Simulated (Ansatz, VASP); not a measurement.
**MgS in VASP and in Ansatz**

```
CELL_PARAMETERS angstrom
3.51994 0.00000 0.00000
-1.75997 3.04835 0.00000
0.00000 0.00000 5.46885
ATOMIC_POSITIONS crystal
Mg 0.33333 0.66667 0.98209
Mg 0.66667 0.33333 0.48209
S 0.33333 0.66667 0.42251
S 0.66667 0.33333 0.92251
```

Alike in both runs: task single point; functional PBE; k mesh 9 × 9 × 4; occupations gaussian, width 0.02 eV; no spin polarisation.

|  | VASP | Ansatz |
| --- | --- | --- |
| version | VASP 6.6.1 | Ansatz 0.2.0 |
| potentials or method | VASP PAW PBE potentials, release 64 (Mg, S), cutoff 520 eV | scalar-relativistic, plane waves, PAW |
| valence electrons in the cell | 16 | 32 |

VASP gave:

```
gap on the k mesh at the Fermi level (eV)                     : 3.43
least direct gap on the mesh (eV)                             : 5.21
pressure (GPa)                                                : 64.0
traceless stress, the component that is largest in VASP (GPa) : -39.40
rms of the force components (eV/Å)                            : 0.877
```

What did Ansatz give for the same quantities?

gap on the k mesh at the Fermi level (eV): 3.43; least direct gap on the mesh (eV): 5.20; pressure (GPa): 63.2; traceless stress, the component that is largest in VASP (GPa): -38.62; rms of the force components (eV/Å): 0.861.

Atom by atom the forces differ by 0.016 eV/Å (rms over components). Both programs put the cell under a high pressure, so it lies far from rest at this level. With one functional, cell and mesh, what is left measures potentials, basis and numerics. VASP's potentials hold 16 valence electrons a cell and Ansatz's 32, so a difference there can come from the potentials and not from the codes.

Noted on VASP's run: the cell as given lies far from equilibrium.
